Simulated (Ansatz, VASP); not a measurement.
# Ta: VASP beside Ansatz

```
CELL_PARAMETERS angstrom
2.90037 0.00000 0.00000
-1.45019 2.51180 0.00000
0.00000 0.00000 5.16627
ATOMIC_POSITIONS crystal
Ta 0.66667 0.33333 0.75000
Ta 0.33333 0.66667 0.25000
```

Alike in both runs: task single point; functional PBEsol; k mesh 14 × 14 × 7; occupations gaussian, width 0.1 eV; no spin polarisation.

|  | VASP | Ansatz |
| --- | --- | --- |
| version | VASP 6.6.1 | Ansatz 0.2.0 |
| potentials or method | VASP PAW PBE potentials, release 64 (Ta_pv), cutoff 520 eV | plane waves, PAW |
| valence electrons in the cell | 22 | 26 |

Ansatz gave:

| Item | Value |
| --- | --- |
| pressure (GPa) | -7.0 |
| traceless stress, the component that is largest in VASP (GPa) | -0.34 |

Problem. Which values does VASP return?

Solution. Pressure (GPa): -6.9; traceless stress, the component that is largest in VASP (GPa): -0.33.

VASP's potentials were made for PBE, not for PBEsol. VASP's potentials hold 22 valence electrons a cell and Ansatz's 26, so a difference there can come from the potentials and not from the codes.

Neither program's run includes spin-orbit coupling.
